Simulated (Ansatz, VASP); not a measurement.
I: VASP beside Ansatz

The input INCAR:

```
SYSTEM = I
ALGO = Normal
EDIFF = 1E-6
ENCUT = 520
GGA = PE
ISIF = 2
ISMEAR = -1
LASPH = .True.
LCHARG = .True.
LELF = .True.
LREAL = .False.
LVHAR = .True.
LWAVE = .False.
NBANDS = 10
NELM = 60
PREC = Accurate
SIGMA = 0.08
```

Contents of KPOINTS:

```
k-points
0
Gamma
  14 14 14
  0 0 0
```

The input POSCAR:

```
I
1.0
    0.0000000000      2.6263417688      2.6263417688
    2.6263417688      0.0000000000      2.6263417688
    2.6263417688      2.6263417688      0.0000000000
I
1
Direct
    0.0000000000      0.0000000000      0.0000000000
```

Input for Ansatz:

```yaml
crystal:
  lattice:
    - [0.0, 2.6263417688, 2.6263417688]
    - [2.6263417688, 0.0, 2.6263417688]
    - [2.6263417688, 2.6263417688, 0.0]
  atoms:
    - { symbol: I, position: [0.0, 0.0, 0.0] }
kpoints:
  mp_grid: { grid: [14, 14, 14] }
scf:
  occupations: { method: fermi_dirac, width: 0.08 }
hamiltonian:
  xc: pbe
  pseudopotentials: { kind: all_electron, lapw: { basis_error: 0.001 } }
output:
  forces: true
  stress: true
  eigenvalues: true
```

Change from the starting cell: volume scaled by 1.03.

Alike in both runs: task single point; functional PBE; k mesh 14 × 14 × 14; occupations fermi-dirac, width 0.08 eV; no spin polarisation.

```csv
,VASP,Ansatz
version,VASP 6.6.1,Ansatz 0.2.0
potentials or method,"VASP PAW PBE potentials, release 64 (I), cutoff 520 eV","all-electron LAPW, scalar-relativistic"
```

|  | VASP | Ansatz | Ansatz less VASP |
| --- | --- | --- | --- |
| pressure (GPa) | -0.7 | -0.6 | +0.05 |

Ansatz ran all-electron here, and VASP with PAW potentials.

Spin-orbit coupling is off throughout.
